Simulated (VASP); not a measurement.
Set up this calculation in VASP 6.6.1, as the native input.

| Quantity | Value |
| --- | --- |
| Task | single point |
| Functional | PBE |
| Potentials or basis | VASP PAW PBE potentials, release 64 (In_d, W_sv, Se) |
| Cutoff | 520 eV |
| k mesh | 4 × 4 × 4 |
| Occupations | gaussian, width 0.1 eV |
| Spin | no spin polarisation |
| Dipole correction | no |
| Further INCAR settings | ALGO = Normal; EDIFF = 1e-06; NBANDS = 30 |

The structure of InWSe3 lies in POSCAR:

```
InWSe3
1.0
    5.0131297186      0.0000000000      0.0000000000
    0.0000000000      5.0131297186      0.0000000000
    0.0000000000      0.0000000000      5.0131297186
In W Se
1 1 3
Direct
    0.5000000000      0.5000000000      0.5000000000
    0.0000000000      0.0000000000      0.0000000000
    0.5000000000      0.0000000000      0.0000000000
    0.0000000000      0.5000000000      0.0000000000
    0.0000000000      0.0000000000      0.5000000000
```

The cell was generated, and may not be a known phase.

The input as run:

INCAR

```
  PREC = Accurate
  ENCUT = 520
  EDIFF = 1E-6
  ISMEAR = 0
  SIGMA = 0.1
  LREAL = False
  LASPH = True
  NELM = 100
  ALGO = Normal
  ISIF = 2
  LWAVE = False
  LCHARG = False
  GGA = PE
  NBANDS = 30
```

KPOINTS

```
Automatic mesh
0
Gamma
  4 4 4
```

Potentials or basis: VASP PAW PBE potentials, release 64 (In_d, W_sv, Se).

Run with:

```console
$ cat potpaw_PBE.64/In_d/POTCAR potpaw_PBE.64/W_sv/POTCAR potpaw_PBE.64/Se/POTCAR > POTCAR
$ mpirun -np 1 vasp_std > vasp.out
```

Results of the run:

The pressure is 0.0 GPa. The band gap on the k mesh is zero (an odd number of electrons rules out a gap without spin polarisation).

Caveat: spin-orbit coupling is left out, which moves the levels of the heavy elements.

It took 23 s on 1 thread of AMD EPYC 9R45 96-Core Processor (Zen 5), with other jobs on the host, peak memory 0.23 GiB.
